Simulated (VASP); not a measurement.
**Rh: single point with PBE**

Rh:

```
CELL_PARAMETERS angstrom
2.67920 0.00000 0.00000
-1.33960 2.32026 0.00000
0.00000 0.00000 7.96524
ATOMIC_POSITIONS crystal
Rh 0.00000 0.00000 0.00000
Rh 0.33333 0.66667 0.25000
Rh 0.00000 0.00000 0.50000
Rh 0.66667 0.33333 0.75000
```

This cell differs from its parent crystal: strained.

```
Program             : VASP 6.6.1
Task                : single point
Functional          : PBE
Potentials or basis : VASP PAW PBE potentials, release 64 (Rh_pv)
Cutoff              : 520 eV
k mesh              : 18 × 18 × 6
Occupations         : gaussian, width 0.1 eV
Spin                : no spin polarisation
```

| Property | Result |
| --- | --- |
| Pressure | 49.7 GPa |
| Band gap on the k mesh | zero (bands 30 and 31 overlap by 2.25 eV) |

Stress tensor (GPa, compression positive):
```
34.57  0.00  0.00
 0.00 34.57  0.00
 0.00  0.00 80.04
```

Levels at points of the mesh, in eV from the Fermi level:
```tsv
k point	band 26	band 27	band 28	band 29	band 30	band 31	band 32	band 33	band 34	band 35
(0.00, 0.00, 0.00)	-3.11	-2.78	-2.06	-2.06	-1.46	-1.46	-0.30	-0.30	0.73	0.73
(0.50, 0.00, 0.00)	0.15	0.32	0.33	0.68	0.79	0.97	0.98	1.28	2.31	4.55
(0.00, 0.00, 0.50)	-3.22	-1.47	-1.47	-1.47	-1.47	-0.51	-0.51	0.13	0.13	0.13
(0.50, 0.00, 0.50)	-1.13	-0.17	-0.17	0.21	0.21	0.70	0.70	2.97	2.97	4.52
```

Run time: 11 min on 1 thread of AMD EPYC 7R13, with other jobs on the host, peak memory 0.27 GiB.

Caveat: the cell differs from its parent crystal (strained); the stress differs along the axes, from 35 to 80 GPa.
